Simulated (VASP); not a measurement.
Runs of VASP 6.6.1 on AlGaN2. The structure is that of space group P-4m2 (No. 115), or close to it. The cells are those of the table. 

```csv
cell,gap on the mesh (eV),pressure (GPa),largest force (eV/Å)
"a = 3.295, b = 3.295, c = 4.312 Å, 4 atoms",2.79,-12.8,0.18
"a = 3.295, b = 3.295, c = 4.422 Å, 4 atoms",2.67,(b),0.14
"a = 3.295, b = 3.295, c = 4.201 Å, 4 atoms",2.92,-9.1,0.22
"a = 3.217, b = 3.217, c = 4.643 Å, 4 atoms",(a),-16.1,0.05
"a = 3.217, b = 3.217, c = 4.422 Å, 4 atoms",3.03,-8.9,0.11
```

Alike in all rows: task single point; level r2SCAN; potentials or basis VASP PAW PBE potentials, release 64 (Al, Ga_d, N); no spin polarisation; k mesh 8 × 8 × 6; cutoff (eV) 520; smearing gaussian 0.05 eV.

Q: Fill in the values left out.

A: (a) 2.60; (b) -16.2.

Caveats: the PAW data sets were made with another functional, which shifts forces and pressure a little; the cell stands under tension (at least some runs); the stress differs along the axes, from -16 to -7 GPa (at least some runs); the stress differs along the axes, from -18 to -12 GPa (at least some runs); the stress differs along the axes, from -13 to -2 GPa (at least some runs).

A k mesh can miss the band edges, and the runs leave out spin-orbit coupling on Ga.
